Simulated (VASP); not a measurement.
# ZnCu: single point with PBE

Crystal: ZnCu.

```xyz
2
Lattice="2.9012 -0.3555 -0.3555 -0.3555 2.9012 -0.3555 -0.3555 -0.3555 2.9012" Properties=species:S:1:pos:R:3 pbc="T T T"
Zn    1.0951    1.0951    1.0951
Cu    0.0000    0.0000    0.0000
```

| Quantity | Value |
| --- | --- |
| Program | VASP 6.6.1 |
| Task | single point |
| Functional | PBE |
| Potentials or basis | VASP PAW PBE potentials, release 64 (Zn, Cu) |
| Cutoff | 520 eV |
| k mesh | 16 × 16 × 16 |
| Occupations | gaussian, width 0.15 eV |
| Spin | no spin polarisation |

```json
{
 "Pressure": "75.8 GPa"
}
```

Stress tensor (GPa, compression positive):
```
75.82 77.25 77.25
77.25 75.82 77.25
77.25 77.25 75.82
```

Levels at points of the mesh, in eV from the Fermi level:
```tsv
k point	band 8	band 9	band 10	band 11	band 12	band 13	band 14	band 15
(0.00, 0.00, 0.00)	-3.89	-3.38	-3.38	-3.16	6.18	8.66	8.66	12.85
(0.50, 0.00, 0.00)	-4.81	-4.68	-3.81	-3.64	-2.60	9.68	9.69	9.93
(0.50, 0.50, 0.00)	-3.91	-3.48	-3.32	-3.15	-0.55	0.65	6.38	9.14
(0.50, 0.50, 0.50)	-5.23	-3.32	-3.32	1.24	2.80	3.04	3.04	3.52
```

It took 110 s on 1 thread of Intel Xeon 6975P-C (shared host), peak memory 0.3 GiB.
